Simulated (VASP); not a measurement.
Ga3SbAs2:

```
CELL_PARAMETERS angstrom
-1.98874 1.98874 8.43749
1.98874 -1.98874 8.43749
1.98874 1.98874 -8.43749
ATOMIC_POSITIONS crystal
Ga 0.66667 0.66667 0.00000
Ga 0.33333 0.33333 0.00000
Ga 0.00000 0.00000 0.00000
Sb 0.75000 0.25000 0.50000
As 0.41667 0.91667 0.50000
As 0.08333 0.58333 0.50000
```

* Program: VASP 6.6.1
* Task: relaxation of cell and atoms
* Functional: PBE
* Potentials or basis: VASP PAW PBE potentials, release 64 (Ga_d, Sb, As)
* Cutoff: 600 eV
* k mesh: 6 × 6 × 6
* Occupations: gaussian, width 0.1 eV
* Spin: no spin polarisation

At the start: pressure 12.2 GPa; volume 22.25 Å³/atom.

Task: Where does the relaxation end?

Result: Over 8 steps the energy falls by 153.5 meV/atom and the volume is 25.89 Å³/atom (+16.4 %); space group I-4m2 (No. 119, to 0.1 Å) before and after.

The path:
| step | energy change (eV) | largest force (eV/Å) | pressure (GPa) | volume (Å³) |
| --- | --- | --- | --- | --- |
| 1 | 0.0000 | 1.7980 | 12.20 | 133.48 |
| 2 | -0.7119 | 0.3380 | -3.72 | 168.95 |
| 3 | -0.8587 | 0.5310 | -0.38 | 156.66 |
| 4 | -0.8894 | 0.3237 | -0.20 | 155.78 |
| 5 | -0.9132 | 0.2315 | 0.42 | 153.60 |
| 6 | -0.9146 | 0.2421 | 0.33 | 154.00 |
| 7 | -0.9207 | 0.0477 | -0.13 | 155.26 |
| 8 | -0.9208 | 0.0366 | -0.18 | 155.34 |

Final structure:
```yaml
crystal:
  lattice:
    - [-2.09491, 2.09491, 8.84884]
    - [2.09491, -2.09491, 8.84884]
    - [2.09491, 2.09491, -8.84884]
  atoms:
    - { symbol: Ga, position: [0.65869, 0.65869, 0.00000] }
    - { symbol: Ga, position: [0.34131, 0.34131, 0.00000] }
    - { symbol: Ga, position: [0.00000, 0.00000, 0.00000] }
    - { symbol: Sb, position: [0.75000, 0.25000, 0.50000] }
    - { symbol: As, position: [0.42049, 0.92049, 0.50000] }
    - { symbol: As, position: [0.07951, 0.57951, 0.50000] }
```

Caveat: the volume moved by over 15 % at a fixed basis, so the end points are rough.
